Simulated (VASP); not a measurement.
# Si2C3 (I4/mmm) in VASP: a series of runs

The runs below take Si2C3 through single point, relaxation of cell and atoms, with PBE.

Program: VASP 6.6.1. These are calculated values, not measurements. Logs are shortened: lines on timing, memory, paths and dates and some standing lists are left out, and cuts for length are marked.

## (1) The cell of the first run

It takes space group I4/mmm (No. 139, tetragonal). Conventional cell: a = 3.859 Å, b = 3.859 Å, c = 10.182 Å, α = 90.00°, β = 90.00°, γ = 90.00°. Within 2.6 Å of Si (site symmetry mmm) lie 6 C at 1.93 to 2.06 Å. Within 2.6 Å of C (site symmetry 4/mmm) lie 4 Si at 1.93 Å. C (site symmetry 4mm) has 1 C at 1.45 Å within 1.9 Å.

The cell was generated, and may not be a known phase.

## (2) Single point, PBE

Contents of INCAR:

```
  PREC = Accurate
  ENCUT = 520
  EDIFF = 1E-7
  ISMEAR = 0
  SIGMA = 0.1
  LREAL = False
  LASPH = True
  NELM = 80
  ALGO = Normal
  ISIF = 2
  LWAVE = False
  LCHARG = True
  GGA = PE
  LELF = True
  LVHAR = True
  NBANDS = 18
```

Contents of KPOINTS:

```
regular mesh
0
Gamma
  14 14 14
```

Contents of POSCAR:

```
Si2C3
1.0
   -1.9294706816      1.9294706816      5.0911113746
    1.9294706816     -1.9294706816      5.0911113746
    1.9294706816      1.9294706816     -5.0911113746
Si C
2 3
Direct
    0.5000000000      0.0000000000      0.5000000000
    0.0000000000      0.5000000000      0.5000000000
    0.5000000000      0.5000000000      0.0000000000
    0.9289391098      0.9289391098      0.0000000000
    0.0710608902      0.0710608902      0.0000000000
```

Potentials or basis: VASP PAW PBE potentials, release 64 (Si, C).

The run is started by

```
cat potpaw_PBE.64/Si/POTCAR potpaw_PBE.64/C/POTCAR > POTCAR
mpirun -np 1 vasp_std > vasp.out
```

OUTCAR:

```text
PREC = Accurate
   ENCUT = 520
   EDIFF = 1E-7
   ISMEAR = 0
   LREAL = False
   LASPH = True
   NELM = 80
   ISIF = 2
   GGA = PE

 ion  position               nearest neighbor table
   1  0.500  0.000  0.500-   3 1.93   3 1.93   4 2.06   5 2.06   5 2.06   4 2.06   2 2.73   2 2.73
                             2 2.73   2 2.73
   2  0.000  0.500  0.500-   3 1.93   3 1.93   4 2.06   5 2.06   4 2.06   5 2.06   1 2.73   1 2.73
                             1 2.73   1 2.73
   3  0.500  0.500  0.000-   1 1.93   2 1.93   1 1.93   2 1.93
   4  0.929  0.929  0.000-   5 1.45   2 2.06   1 2.06   1 2.06   2 2.06
   5  0.071  0.071  0.000-   4 1.45   2 2.06   1 2.06   2 2.06   1 2.06

  LATTYP: Found a body centered tetragonal cell.
 ALAT       =     3.8589413632
 C/A-ratio  =     2.6386052005

  Lattice vectors:

 A1 = (  -1.9294706816,   1.9294706816,   5.0911113746)
 A2 = (   1.9294706816,  -1.9294706816,   5.0911113746)
 A3 = (   1.9294706816,   1.9294706816,  -5.0911113746)

Analysis of symmetry for initial positions (statically):
=====================================================================
 Subroutine PRICEL returns:
 Original cell was already a primitive cell.

 Routine SETGRP: Setting up the symmetry group for a
 body centered tetragonal supercell.

 Subroutine GETGRP returns: Found 16 space group operations
 (whereof 16 operations were pure point group operations)
 out of a pool of 16 trial point group operations.

The static configuration has the point symmetry D_4h.

Analysis of symmetry for dynamics (positions and initial velocities):
=====================================================================
 Subroutine PRICEL returns:
 Original cell was already a primitive cell.

 Routine SETGRP: Setting up the symmetry group for a
 body centered tetragonal supercell.

 Subroutine GETGRP returns: Found 16 space group operations
 (whereof 16 operations were pure point group operations)
 out of a pool of 16 trial point group operations.

The dynamic configuration has the point symmetry D_4h.

 Subroutine INISYM returns: Found 16 space group operations
 (whereof 16 operations are pure point group operations),
 and found     1 'primitive' translations

----------------------------------------------------------------------------------------

                                     Primitive cell

  volume of cell :      75.8139

  direct lattice vectors                    reciprocal lattice vectors
    -1.929470682  1.929470682  5.091111375     0.000000000  0.259138428  0.098210383
     1.929470682 -1.929470682  5.091111375     0.259138428  0.000000000  0.098210383
     1.929470682  1.929470682 -5.091111375     0.259138428  0.259138428  0.000000000

  length of vectors
     5.776255643  5.776255643  5.776255643     0.277124529  0.277124529  0.366477080

  position of ions in fractional coordinates (direct lattice)
     0.500000000  0.000000000  0.500000000
     0.000000000  0.500000000  0.500000000
     0.500000000  0.500000000  0.000000000
     0.928939110  0.928939110  0.000000000
     0.071060890  0.071060890  0.000000000

  ion indices of the primitive-cell ions
   primitive index   ion index
                 1           1
                 2           2
                 3           3
                 4           4
                 5           5

----------------------------------------------------------------------------------------

 KPOINTS: regular mesh

Automatic generation of k-mesh.
 Grid dimensions read from file:
 generate k-points for:   14   14   14

 Generating k-lattice:

  Cartesian coordinates                     Fractional coordinates (reciprocal lattice)
     0.000000000  0.018509888  0.007015027     0.071428571  0.000000000 -0.000000000
     0.018509888  0.000000000  0.007015027     0.000000000  0.071428571 -0.000000000
     0.018509888  0.018509888  0.000000000     0.000000000  0.000000000  0.071428571

  Length of vectors
     0.019794609  0.019794609  0.026176934

  Shift w.r.t. Gamma in fractional coordinates (k-lattice)
     0.000000000  0.000000000  0.000000000

 Subroutine IBZKPT returns following result:
 ===========================================

 Found    244 irreducible k-points:

 Following reciprocal coordinates:
            Coordinates               Weight
  0.000000  0.000000  0.000000      1.000000
  0.071429  0.000000 -0.000000      8.000000
  0.142857  0.000000 -0.000000      8.000000
  0.214286  0.000000 -0.000000      8.000000
  0.285714  0.000000 -0.000000      8.000000
  0.357143  0.000000 -0.000000      8.000000
[... 16 lines left out ...]
  0.214286  0.142857 -0.000000     16.000000
  0.285714  0.142857 -0.000000     16.000000
 [... further k-points ...]
   k-points           NKPTS =    244   k-points in BZ     NKDIM =    244   number of bands    NBANDS=     18
   number of dos      NEDOS =    301   number of ions     NIONS =      5
   total plane-waves  NPLWV = 110592
   dimension x,y,z NGX =    48 NGY =   48 NGZ =   48
   dimension x,y,z NGXF=    96 NGYF=   96 NGZF=   96
   ions per type =               2   3
   NGX,Y,Z   is equivalent  to a cutoff of  13.81, 13.81, 13.81 a.u.
   NGXF,Y,Z  is equivalent  to a cutoff of  27.63, 27.63, 27.63 a.u.
 SYSTEM =  unknown system
   PREC   = accura    normal or accurate (medium, high low for compatibility)
   ISTART =      0    job   : 0-new  1-cont  2-samecut
   ICHARG =      2    charge: 1-file 2-atom 10-const
   ISPIN  =      1    spin polarized calculation?
   LNONCOLLINEAR =      F non collinear calculations
   LSORBIT =      F    spin-orbit coupling
   LASPH  =      T    aspherical Exc in radial PAW
   ENCUT  =  520.0 eV  38.22 Ry    6.18 a.u.  10.74 10.74 10.74*2*pi/ulx,y,z
   NELM   =     80;   NELMIN=  2; NELMDL= -5     # of ELM steps
   EDIFF  = 0.1E-06   stopping-criterion for ELM
   LREAL  =      F    real-space projection
   EDIFFG = 0.1E-05   stopping-criterion for IOM
   NSW    =      0    number of steps for IOM
   IBRION =     -1    ionic relax: 0-MD 1-quasi-New 2-CG
   NFREE  =      0    steps in history (QN), initial steepest desc. (CG)
   ISIF   =      2    stress and relaxation
   ISYM   =      2    0-nonsym 1-usesym 2-fastsym
   POTIM  = 0.5000    time-step for ionic-motion
   TEBEG  =    0.0;   TEEND  =   0.0 temperature during run
   PSTRESS=    0.0 pullay stress
   NELECT =      20.0000    total number of electrons
   NUPDOWN=      -1.0000    fix difference up-down
   EMIN   =  10.00;   EMAX   =-10.00  energy-range for DOS
   EFERMI =   0.00;   METHOD = LEGACY
   ISMEAR =     0;   SIGMA  =   0.10  broadening in eV -4-tet -1-fermi 0-gaus
   EFERMI_NEDOS =   21; number of points for ismear=-14 and -15
   IALGO  =     38    algorithm
   IMIX   =      4    mixing-type and parameters
     AMIX     =   0.40;   BMIX     =  1.00
     AMIX_MAG =   1.60;   BMIX_MAG =  1.00
  volume/ion in A,a.u.               =      15.16       102.32
  Fermi-wavevector in a.u.,A,eV,Ry     =   1.049950  1.984117 14.998987  1.102394
  Thomas-Fermi vector in A             =   2.184933
   LORBIT       =      0    0 simple, 1 ext, 2 COOP (PROOUT), +10 PAW based schemes
   GGA     = PE    functional components
   LHFCALC =     F    Hartree Fock is set to
   AEXX    =    0.0000 exact exchange contribution
   IVDW    =     0    specifies the selected vdW correction
   LEPSILON=     F    determine dielectric tensor
   LRPA    =     F    only Hartree local field effects (RPA)
 non-spin polarized calculation
 Gauss-broadening in eV      SIGMA  =   0.10
  energy-cutoff  :      520.00
  volume of cell :       75.81
 maximum number of plane-waves:      2060
 NGX is ok and might be reduce to    48
   NGX = 21   NGY = 21   NGZ = 21

 number of electron      20.0000000 magnetization

 Free energy of the ion-electron system (eV)
  ---------------------------------------------------
  ext. energy  EPLUGINS =         0.00000000
  ---------------------------------------------------
  free energy    TOTEN  =       -31.35366246 eV

  energy without entropy =      -31.34864939  energy(sigma->0) =      -31.35115592

 E-fermi :   3.3059     XC(G=0):  -8.7030

 val. band max:        3.2933315143   @ k =   0.3571   0.0714   0.0714
 cond. band min:       3.3136279323   @ k =   0.4286   0.1429  -0.0000
 fundamental gap:      0.0202964179
 Fermi energy:         3.3059045967

 k-point     1 :       0.0000    0.0000    0.0000
  band No.  band energies     occupation
      1     -14.5168      2.00000
      2      -7.9512      2.00000
      3      -4.9823      2.00000
      4      -4.9823      2.00000
      5      -4.3536      2.00000
      6       0.3208      2.00000
[... 10 lines left out ...]
     17      10.9947      0.00000
     18      14.3645      0.00000

 k-point     2 :       0.0714    0.0000   -0.0000
  band No.  band energies     occupation
      1     -14.4862      2.00000
      2      -8.0884      2.00000
      3      -4.9444      2.00000
      4      -4.9227      2.00000
      5      -4.3262      2.00000
      6       0.2740      2.00000
[... 10 lines left out ...]
     17      10.8512      0.00000
     18      14.4161      0.00000

 k-point     3 :       0.1429    0.0000   -0.0000
  band No.  band energies     occupation
      1     -14.3966      2.00000
      2      -8.4491      2.00000
      3      -4.8317      2.00000
      4      -4.7614      2.00000
      5      -4.2455      2.00000
      6      -0.1370      2.00000
[... 10 lines left out ...]
     17      10.5753      0.00000
     18      13.9255      0.00000

 k-point     4 :       0.2143    0.0000   -0.0000
  band No.  band energies     occupation
      1     -14.2561      2.00000
      2      -8.9289      2.00000
      3      -4.6480      2.00000
      4      -4.5247      2.00000
      5      -4.1171      2.00000
      6      -0.6613      2.00000
[... 375 lines left out ...]
      4      -4.1612      2.00000
      5      -3.6440      2.00000
      6      -1.2953      2.00000
[... 10 lines left out ...]
     17      10.6089      0.00000
     18      14.0688      0.00000

 k-point    23 :       0.2143    0.1429   -0.0000
  band No.  band energies     occupation
      1     -14.1422      2.00000
      2      -8.9900      2.00000
      3      -5.9052      2.00000
      4      -4.0412      2.00000
      5      -3.1565      2.00000
      6      -1.9839      2.00000
[... 10 lines left out ...]
     17      11.4745      0.00000
     18      13.6563      0.00000

 k-point    24 :       0.2857    0.1429   -0.0000
  band No.  band energies     occupation
      1     -13.9724      2.00000
      2      -9.3775      2.00000
      3      -5.8758      2.00000
      4      -3.8820      2.00000
      5      -3.0117      2.00000
      6      -2.3498      2.00000
[... 10 lines left out ...]
     17      12.1061      0.00000
     18      12.9060      0.00000

 [... further k-points ...]

------------------------ aborting loop because EDIFF is reached ----------------------------------------

  FORCE on cell =-STRESS in cart. coord.  units (eV):
  Direction    XX          YY          ZZ          XY          YZ          ZX
  --------------------------------------------------------------------------------------
  -------------------------------------------------------------------------------------
  Total        0.0625815      0.0625815      0.1269321      0.0000000      0.0000000      0.0000000
  in kB        1.3225370      1.3225370      2.6824580      0.0000000      0.0000000      0.0000000
  external PRESSURE =       1.7758440 kB  Pullay stress =       0.0000000 kB

 VOLUME and BASIS-vectors are now :
 -----------------------------------------------------------------------------
  energy-cutoff  :      520.00
  volume of cell :       75.81
      direct lattice vectors                 reciprocal lattice vectors
    -1.929470682  1.929470682  5.091111375     0.000000000  0.259138428  0.098210383
     1.929470682 -1.929470682  5.091111375     0.259138428  0.000000000  0.098210383
     1.929470682  1.929470682 -5.091111375     0.259138428  0.259138428  0.000000000

 POSITION                                       TOTAL-FORCE (eV/Angst)
 -----------------------------------------------------------------------------------
      0.00000      1.92947      0.00000         0.000000      0.000000      0.000000
      1.92947      0.00000      0.00000         0.000000      0.000000      0.000000
      0.00000      0.00000      5.09111         0.000000      0.000000      0.000000
      0.00000      0.00000      9.45866        -0.000000     -0.000000     -0.096975
      0.00000      0.00000      0.72356        -0.000000     -0.000000      0.096975
 -----------------------------------------------------------------------------------
    total drift:                                0.000000     -0.000000      0.000000

  FREE ENERGIE OF THE ION-ELECTRON SYSTEM (eV)
  ---------------------------------------------------
  free  energy   TOTEN  =       -31.3536624593 eV

  energy  without entropy=      -31.3486493876  energy(sigma->0) =      -31.35115592
```

It took 10 min on 1 thread of Intel Xeon Platinum 8259CL at 2.50GHz (Skylake/Cascade Lake), shared host; peak memory 0.49 GiB.

What came out:

```
Free energy            : -31.3537 eV
Pressure               : 0.2 GPa
Largest force          : 0.097 eV/Å
Band gap on the k mesh : zero (bands 10 and 11 overlap by 2.20 eV)
```

Forces in eV/Å, atoms in the order of the input:
```
Si   0.000  0.000  0.000
Si   0.000  0.000  0.000
C    0.000  0.000  0.000
C    0.000  0.000 -0.097
C    0.000  0.000  0.097
```

Stress tensor (GPa, compression positive):
```
0.13 0.00 0.00
0.00 0.13 0.00
0.00 0.00 0.27
```

Levels at points of the mesh, in eV from the Fermi level:
```tsv
k point	band 6	band 7	band 8	band 9	band 10	band 11	band 12	band 13	band 14	band 15
(0.00, 0.00, 0.00)	-2.99	-2.83	-2.48	-2.48	-0.88	0.59	0.59	3.38	3.83	5.45
(0.50, 0.00, 0.00)	-6.03	-5.37	-3.88	-1.69	0.99	1.80	3.54	3.65	3.82	6.24
(0.50, 0.50, 0.00)	-2.22	-1.97	-1.83	-1.54	-1.21	-1.21	5.85	6.30	6.94	6.97
(0.50, 0.50, 0.50)	-3.03	-2.47	-2.47	-2.25	-0.75	0.71	0.71	3.70	3.82	5.47
```

## (3) Single point, PBE

Contents of INCAR:

```
SYSTEM = Si2C3
ALGO = Normal ; EDIFF = 1E-7
ENCUT = 520 ; GGA = PE
ISIF = 2 ; ISMEAR = 0
LASPH = .TRUE. ; LCHARG = .FALSE.
LREAL = .FALSE. ; LWAVE = .FALSE.
NBANDS = 18 ; NELM = 80
PREC = Accurate ; SIGMA = 0.1
```

Contents of KPOINTS:

```
k-points
0
G
  14 14 14
  0 0 0
```

POSCAR is that of step 2.

Potentials or basis: VASP PAW PBE potentials, release 64 (Si, C).

The run is started by

```
cat potpaw_PBE.64/Si/POTCAR potpaw_PBE.64/C/POTCAR > POTCAR
mpirun -np 1 vasp_std > vasp.out
```

It took 9.8 min on 1 thread of Intel Xeon Platinum 8259CL at 2.50GHz (Skylake/Cascade Lake), shared host; peak memory 0.48 GiB.

The run converged. Its results:

```
Free energy            : -31.3537 eV
Pressure               : 0.2 GPa
Largest force          : 0.097 eV/Å
Band gap on the k mesh : zero (bands 10 and 11 overlap by 2.20 eV)
```

Forces on the atoms (eV/Å):
```
Si   0.000  0.000  0.000
Si   0.000  0.000  0.000
C    0.000  0.000  0.000
C    0.000  0.000 -0.097
C    0.000  0.000  0.097
```

Stress tensor (GPa, compression positive):
```
0.13 0.00 0.00
0.00 0.13 0.00
0.00 0.00 0.27
```

Levels at points of the mesh, in eV from the Fermi level:
```csv
k point,band 8,band 9,band 10,band 11,band 12,band 13
"(0.00, 0.00, 0.00)",-2.48,-2.48,-0.88,0.59,0.59,3.38
"(0.50, 0.00, 0.00)",-3.88,-1.69,0.99,1.80,3.54,3.65
"(0.50, 0.50, 0.00)",-1.83,-1.54,-1.21,-1.21,5.85,6.30
"(0.50, 0.50, 0.50)",-2.47,-2.25,-0.75,0.71,0.71,3.70
```

[end of part 1 of 2]

The gap in the log of VASP goes by the Fermi energy; the results here count the filled bands.